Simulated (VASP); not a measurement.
# InP (Fm-3m) in VASP: a series of runs

Aim: see how the results for InP move with the level of theory and the settings. Levels: PBEsol, PBE. Tasks: single point.

All numbers are computed with VASP 6.6.1; they aren't measurements. Logs are shortened: lines on timing, memory, paths and dates and some standing lists are left out, and cuts for length are marked.

## (1) The cell of the first run

Symmetry: Fm-3m, No. 225, cubic system. Conventional cell: a = 5.538 Å, b = 5.538 Å, c = 5.538 Å, α = 90.00°, β = 90.00°, γ = 90.00°. Within 3.6 Å of In (site symmetry m-3m) lie 6 P at 2.77 Å. Within 3.6 Å of P (site symmetry m-3m) lie 6 In at 2.77 Å.

## (2) Single point, PBEsol, non-collinear spin, zero start, spin-orbit coupling

Contents of INCAR:

```
SYSTEM = InP
PREC     = Accurate       ! precision mode
ENCUT    = 520            ! plane-wave cutoff, eV
EDIFF    = 1E-6           ! SCF threshold, eV
ISMEAR   = 1              ! smearing method
SIGMA    = 0.01           ! smearing width, eV
LREAL    = .False.        ! projectors in reciprocal space
LASPH    = .True.         ! aspherical terms in the spheres
NELM     = 150            ! most SCF steps
ALGO     = Normal         ! electronic algorithm
ISIF     = 2              ! what is computed and relaxed
LWAVE    = .False.        ! write WAVECAR
LCHARG   = .False.        ! write CHGCAR
MAGMOM   = 0 0 0 0 0 0    ! initial moments
LORBIT   = 11             ! projections on sites
LSORBIT  = .True.         ! spin-orbit coupling
GGA_COMPAT= .False.      
LORBMOM  = .True.       
GGA      = PS             ! functional
NBANDS   = 30             ! bands
```

Contents of KPOINTS:

```
Automatic mesh
0
Gamma
  7 7 7
  0 0 0
```

Contents of POSCAR:

```
InP
1.0
    0.0000000000      2.7688340000      2.7688340000
    2.7688340000      0.0000000000      2.7688340000
    2.7688340000      2.7688340000      0.0000000000
In P
1 1
Direct
    0.0000000000      0.0000000000      0.0000000000
    0.5000000000      0.5000000000      0.5000000000
```

Potentials or basis: VASP PAW PBE potentials, release 64 (In_d, P).

Launch:

```console
cat potpaw_PBE.64/In_d/POTCAR potpaw_PBE.64/P/POTCAR > POTCAR
mpirun -np 1 vasp_ncl > vasp.out
```

OUTCAR:

```text
SYSTEM = InP
   PREC = Accurate
   ENCUT = 520
   EDIFF = 1E-6
   ISMEAR = 1
   LREAL = .False.
   LASPH = .True.
   NELM = 150
   ISIF = 2
   LORBIT = 11
   LSORBIT = .True.
   GGA = PS

 ion  position               nearest neighbor table
   1  0.000  0.000  0.000-   2 2.77   2 2.77   2 2.77   2 2.77   2 2.77   2 2.77
   2  0.500  0.500  0.500-   1 2.77   1 2.77   1 2.77   1 2.77   1 2.77   1 2.77

  LATTYP: Found a face centered cubic cell.
 ALAT       =     5.5376680000

  Lattice vectors:

 A1 = (   0.0000000000,   2.7688340000,   2.7688340000)
 A2 = (   2.7688340000,   0.0000000000,   2.7688340000)
 A3 = (   2.7688340000,   2.7688340000,   0.0000000000)

Analysis of symmetry for initial positions (statically):
=====================================================================
 Subroutine PRICEL returns:
 Original cell was already a primitive cell.

 Routine SETGRP: Setting up the symmetry group for a
 face centered cubic supercell.

 Subroutine GETGRP returns: Found 48 space group operations
 (whereof 48 operations were pure point group operations)
 out of a pool of 48 trial point group operations.

The static configuration has the point symmetry O_h .

Analysis of symmetry for dynamics (positions and initial velocities):
=====================================================================
 Subroutine PRICEL returns:
 Original cell was already a primitive cell.

 Routine SETGRP: Setting up the symmetry group for a
 face centered cubic supercell.

 Subroutine GETGRP returns: Found 48 space group operations
 (whereof 48 operations were pure point group operations)
 out of a pool of 48 trial point group operations.

The dynamic configuration has the point symmetry O_h .

Analysis of structural, dynamic, and magnetic symmetry:
=====================================================================
 Subroutine PRICEL returns:
 Original cell was already a primitive cell.

 Routine SETGRP: Setting up the symmetry group for a
 face centered cubic supercell.

 Subroutine GETGRP returns: Found 48 space group operations
 (whereof 48 operations were pure point group operations)
 out of a pool of 48 trial point group operations.

The overall configuration has the point symmetry O_h .

 Subroutine INISYM returns: Found 48 space group operations
 (whereof 48 operations are pure point group operations),
 and found     1 'primitive' translations

[... 831 lines left out ...]
 -----------------------------------------------------------------------------------
    total drift:                               -0.000000      0.000000      0.000000

  FREE ENERGIE OF THE ION-ELECTRON SYSTEM (eV)
  ---------------------------------------------------
  free  energy   TOTEN  =        -8.8166162621 eV

  energy  without entropy=       -8.8165797786  energy(sigma->0) =       -8.81660410

 orbital moment (x)

 # of ion     p       d       tot
 ----------------------------------------
  1         0.000   0.000   0.000
  2         0.000   0.000   0.000
 ----------------------------------------
            0.000   0.000   0.000

 orbital moment (y)

 # of ion     p       d       tot
 ----------------------------------------
  1         0.000   0.000   0.000
  2         0.000   0.000   0.000
 ----------------------------------------
            0.000   0.000   0.000

 orbital moment (z)

 # of ion     p       d       tot
 ----------------------------------------
  1         0.000   0.000   0.000
  2         0.000   0.000   0.000
 ----------------------------------------
            0.000   0.000   0.000

 Spin-Orbit-Coupling matrix elements

 Ion:    1  E_soc:     -0.0661400
 l=   1
     0.0000000    -0.0046988    -0.0046988
    -0.0046988     0.0000000    -0.0046988
    -0.0046988    -0.0046988     0.0000000
 l=   2
     0.0000000    -0.0012748     0.0000000    -0.0012748    -0.0050498
    -0.0012748     0.0000000    -0.0037873    -0.0012748    -0.0012624
     0.0000000    -0.0037873     0.0000000    -0.0037873     0.0000000
    -0.0012748    -0.0012748    -0.0037873     0.0000000    -0.0012624
    -0.0050498    -0.0012624     0.0000000    -0.0012624     0.0000000
 l=   3
     0.0000000     0.0000000     0.0000000     0.0000000     0.0000000     0.0000000     0.0000000
     0.0000000     0.0000000     0.0000000     0.0000000     0.0000000     0.0000000     0.0000000
     0.0000000     0.0000000     0.0000000     0.0000000     0.0000000     0.0000000     0.0000000
     0.0000000     0.0000000     0.0000000     0.0000000     0.0000000     0.0000000     0.0000000
     0.0000000     0.0000000     0.0000000     0.0000000     0.0000000     0.0000000     0.0000000
     0.0000000     0.0000000     0.0000000     0.0000000     0.0000000     0.0000000     0.0000000
     0.0000000     0.0000000     0.0000000     0.0000000     0.0000000     0.0000000     0.0000000

 Ion:    2  E_soc:     -0.0018593
 l=   1
     0.0000000    -0.0003099    -0.0003099
    -0.0003099     0.0000000    -0.0003099
    -0.0003099    -0.0003099     0.0000000
 l=   2
     0.0000000     0.0000000     0.0000000     0.0000000     0.0000000
     0.0000000     0.0000000     0.0000000     0.0000000     0.0000000
     0.0000000     0.0000000     0.0000000     0.0000000     0.0000000
     0.0000000     0.0000000     0.0000000     0.0000000     0.0000000
     0.0000000     0.0000000     0.0000000     0.0000000     0.0000000
 l=   3
     0.0000000     0.0000000     0.0000000     0.0000000     0.0000000     0.0000000     0.0000000
     0.0000000     0.0000000     0.0000000     0.0000000     0.0000000     0.0000000     0.0000000
     0.0000000     0.0000000     0.0000000     0.0000000     0.0000000     0.0000000     0.0000000
     0.0000000     0.0000000     0.0000000     0.0000000     0.0000000     0.0000000     0.0000000
     0.0000000     0.0000000     0.0000000     0.0000000     0.0000000     0.0000000     0.0000000
     0.0000000     0.0000000     0.0000000     0.0000000     0.0000000     0.0000000     0.0000000
     0.0000000     0.0000000     0.0000000     0.0000000     0.0000000     0.0000000     0.0000000

 total charge

# of ion       s       p       d       tot
------------------------------------------
    1        0.847   0.599   9.895  11.341
    2        1.070   1.375   0.000   2.445
--------------------------------------------------
tot          1.917   1.974   9.895  13.786

 magnetization (x)

# of ion       s       p       d       tot
------------------------------------------
    1        0.000  -0.000  -0.000   0.000
    2        0.000   0.000   0.000   0.000
--------------------------------------------------
tot          0.000  -0.000  -0.000   0.000

 magnetization (y)

# of ion       s       p       d       tot
------------------------------------------
    1        0.000  -0.000   0.000   0.000
    2        0.000   0.000   0.000   0.000
--------------------------------------------------
tot          0.000  -0.000   0.000   0.000

 magnetization (z)

# of ion       s       p       d       tot
------------------------------------------
    1        0.000  -0.000  -0.000   0.000
    2        0.000   0.000   0.000   0.000
--------------------------------------------------
tot          0.000  -0.000  -0.000   0.000
```

stdout:

```text
POSCAR found type information on POSCAR InP
 POSCAR found :  2 types and       2 ions
 scaLAPACK will be used
 -----------------------------------------------------------------------------
|                                                                             |
|                                                                             |
|     You enforced a specific xc type in the INCAR file but a different       |
|     I HOPE YOU KNOW WHAT YOU ARE DOING!                                     |
|                                                                             |
 -----------------------------------------------------------------------------

 LDA part: xc-table for (Slater+PW92), standard interpolation
 POSCAR, INCAR and KPOINTS ok, starting setup
 FFT: planning ... GRIDC
 FFT: planning ... GRID_SOFT
 FFT: planning ... GRID
 WAVECAR not read
 entering main loop
```

Run time: 72 s. Hardware: 1 thread of AMD EPYC 7R43 (Zen 3), shared host; peak memory 0.25 GiB.

What came out:

```
Free energy                                           : -8.8166 eV
Pressure                                              : -3.4 GPa
Net moment                                            : 0.00 μB per cell
Valence electrons inside the program's atomic spheres : In 11.34; P 2.44
```

Moments on the atoms (μB; x, y, z):
```
In  0.00 0.00 0.00
P   0.00 0.00 0.00
```

Caveat: the PAW data sets were made with another functional, which shifts forces and pressure a little.

## (3) Single point, PBEsol, non-collinear spin, zero start, spin-orbit coupling

Contents of INCAR:

```
PREC     = Accurate       # precision mode
ENCUT    = 520            # plane-wave cutoff, eV
EDIFF    = 1E-6           # SCF threshold, eV
ISMEAR   = 1              # smearing method
SIGMA    = 0.005          # smearing width, eV
LREAL    = F              # projectors in reciprocal space
LASPH    = T              # aspherical terms in the spheres
NELM     = 150            # most SCF steps
ALGO     = Normal         # electronic algorithm
ISIF     = 2              # what is computed and relaxed
LWAVE    = F              # write WAVECAR
LCHARG   = T              # write CHGCAR
MAGMOM   = 0 0 0 0 0 0    # initial moments
LORBIT   = 11             # projections on sites
LSORBIT  = T              # spin-orbit coupling
GGA_COMPAT= F            
LORBMOM  = T            
GGA      = PS             # functional
LVHAR    = T            
NBANDS   = 30             # bands
```

Contents of KPOINTS:

```
Automatic mesh
0
Gamma
  7 7 7
```

POSCAR is that of step 2.

Potentials or basis: VASP PAW PBE potentials, release 64 (In_d, P).

Launch:

```console
cat potpaw_PBE.64/In_d/POTCAR potpaw_PBE.64/P/POTCAR > POTCAR
mpirun -np 1 vasp_ncl > vasp.out
```

Run time: 89 s. Hardware: 1 thread of AMD EPYC 7R43 (Zen 3), shared host; peak memory 0.26 GiB.

The run converged. Its results:

* Free energy: -8.8166 eV
* Pressure: -3.3 GPa
* Net moment: 0.00 μB per cell
* Valence electrons inside the program's atomic spheres: In 11.34; P 2.44

Moments on the atoms (μB; x, y, z):
```
In  0.00 0.00 0.00
P   0.00 0.00 0.00
```

Caveat: the PAW data sets were made with another functional, which shifts forces and pressure a little.

## (4) Single point, PBE

Contents of INCAR:

```
ALGO     = Normal         # electronic algorithm
EDIFF    = 1E-6           # SCF threshold, eV
ENCUT    = 500            # plane-wave cutoff, eV
GGA      = PE             # functional
GGA_COMPAT= False        
ISIF     = 2              # what is computed and relaxed
ISMEAR   = 0              # smearing method
LASPH    = True           # aspherical terms in the spheres
LCHARG   = False          # write CHGCAR
LREAL    = False          # projectors in reciprocal space
LWAVE    = False          # write WAVECAR
NBANDS   = 16             # bands
NELM     = 120            # most SCF steps
PREC     = Accurate       # precision mode
SIGMA    = 0.014          # smearing width, eV
```

Contents of KPOINTS:

```
k-points
0
Gamma
  8 8 8
```

POSCAR is that of step 3.

Launch:

```console
cat potpaw_PBE.64/In_d/POTCAR potpaw_PBE.64/P/POTCAR > POTCAR
mpirun -np 1 vasp_std > vasp.out
```

Wall time 9 s (1 thread of Intel Xeon 6975P-C (Granite Rapids), shared host); peak memory 0.17 GiB.

It converged, with:

| Item | Value |
| --- | --- |
| Free energy | -7.9084 eV |
| Pressure | -0.1 GPa |
| Band gap on the k mesh | zero (band 9 reaches 7.35 eV, above the bottom of band 10 at 4.72 eV) |

Levels at points of the mesh, in eV from the Fermi level:
| k point | band 6 | band 7 | band 8 | band 9 | band 10 | band 11 | band 12 | band 13 |
| --- | --- | --- | --- | --- | --- | --- | --- | --- |
| (0.00, 0.00, 0.00) | -12.10 | -0.36 | -0.36 | -0.36 | 0.43 | 7.00 | 7.00 | 7.00 |
| (0.50, 0.00, 0.00) | -10.02 | -6.73 | 0.06 | 0.06 | 2.40 | 3.31 | 3.31 | 5.10 |
| (0.50, 0.50, 0.00) | -8.92 | -5.04 | -2.61 | -2.42 | -2.42 | 3.74 | 9.77 | 9.77 |

Caveat: spin-orbit coupling is left out, which moves the levels of the heavy elements.

[end of part 1 of 2]
